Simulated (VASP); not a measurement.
A run of VASP 6.6.1 is set up as follows.

File INCAR:

```
PREC = Accurate ; ENCUT = 600
EDIFF = 1E-6 ; ISMEAR = 0
SIGMA = 0.1 ; LREAL = False
LASPH = True ; NELM = 120
ALGO = Normal ; ISIF = 2
LWAVE = False ; LCHARG = False
GGA = PE ; NBANDS = 43
GGA_COMPAT = False
```

File KPOINTS:

```
regular mesh
0
Gamma
  6 6 4
```

The input POSCAR:

```
KLu2Al3
1.0
    5.6646374600      0.0000000000      0.0000000000
   -2.8323187300      4.9057199400      0.0000000000
    0.0000000000      0.0000000000      4.6019456800
K Lu Al
1 2 3
Direct
    0.0000000000      0.0000000000      0.0000000000
    0.3333333300      0.6666666700      0.0000000000
    0.6666666700      0.3333333300      0.0000000000
    0.5000000000      0.0000000000      0.5000000000
    0.5000000000      0.5000000000      0.5000000000
    0.0000000000      0.5000000000      0.5000000000
```

Potentials or basis: VASP PAW PBE potentials, release 64 (K_sv, Lu, Al).

The run is started by

```bash
$ cat potpaw_PBE.64/K_sv/POTCAR potpaw_PBE.64/Lu/POTCAR potpaw_PBE.64/Al/POTCAR > POTCAR
$ mpirun -np 1 vasp_std > vasp.out
```

(1) Estimate the pressure.

(2) What does it give for the band gap on the k mesh?

## Answers

(1) 16.0 GPa.

(2) zero (bands 34 and 35 overlap by 0.67 eV).

Caveat: the stress differs along the axes, from 14 to 20 GPa; spin-orbit coupling is left out, which moves the levels of the heavy elements.
